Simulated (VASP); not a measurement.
Wanted: the native input for a VASP 6.6.1 run.

```yaml
Task: relaxation of cell and atoms
Functional: PBE
Potentials_or_basis: VASP PAW PBE potentials, release 64 (Li_sv, Al, O_h)
Cutoff: 910 eV
k_mesh: 6 × 6 × 6
Occupations: gaussian, width 0.1 eV
Spin: no spin polarisation
Dipole_correction: no
Second_run: hard_potentials
Further_INCAR_settings: ALGO = Normal; EDIFF = 1e-07; IBRION = 2; EDIFFG = -0.04; NSW = 90; ISIF = 3
```

The structure of LiAlO lies in POSCAR:

```
LiAlO
1.0
    3.4258736500      0.0000000000      0.0000000000
   -1.7129368200      2.9668936100      0.0000000000
    0.0000000000      0.0000000000      3.2964761400
Li Al O
1 1 1
Direct
    0.0000000000      0.0000000000      0.0000000000
    0.6666666700      0.3333333300      0.5000000000
    0.3333333300      0.6666666700      0.5000000000
```

The input as run:

INCAR

```
SYSTEM = LiAlO
PREC = Accurate
ENCUT = 910
EDIFF = 1E-7
ISMEAR = 0
SIGMA = 0.1
LREAL = .FALSE.
LASPH = .TRUE.
NELM = 120
ALGO = Normal
ISIF = 3
LWAVE = .FALSE.
LCHARG = .FALSE.
GGA = PE
IBRION = 2
NSW = 90
EDIFFG = -0.04
GGA_COMPAT = .FALSE.
NELMIN = 4
```

KPOINTS

```
Automatic mesh
0
G
  6 6 6
  0 0 0
```

Potentials or basis: VASP PAW PBE potentials, release 64 (Li_sv, Al, O_h).

Run with:

```bash
$ cat potpaw_PBE.64/Li_sv/POTCAR potpaw_PBE.64/Al/POTCAR potpaw_PBE.64/O_h/POTCAR > POTCAR
$ mpirun -np 1 vasp_std > vasp.out
```

Results of the run:

```json
{
 "Relaxed volume": "12.45 Å³/atom",
 "Relaxed cell": "a = 3.348 Å, b = 3.348 Å, c = 3.849 Å, α = 90.00°, β = 90.00°, γ = 120.00°",
 "Space group after relaxing (to 0.05 Å)": "P-6m2 (No. 187)",
 "Energy gained by relaxing": "51.6 meV/atom",
 "Ionic steps": "8",
 "Pressure after relaxing": "0.0 GPa"
}
```

Caveat: the cutoff is under 1.25 times the usual one of these potentials, so pressure, stress and relaxed cells hold a basis-set (Pulay) error.

Run time: 45 s on 1 thread of Intel(R) Xeon(R) 6975P-C (Granite Rapids), with other jobs on the host, peak memory 0.21 GiB.
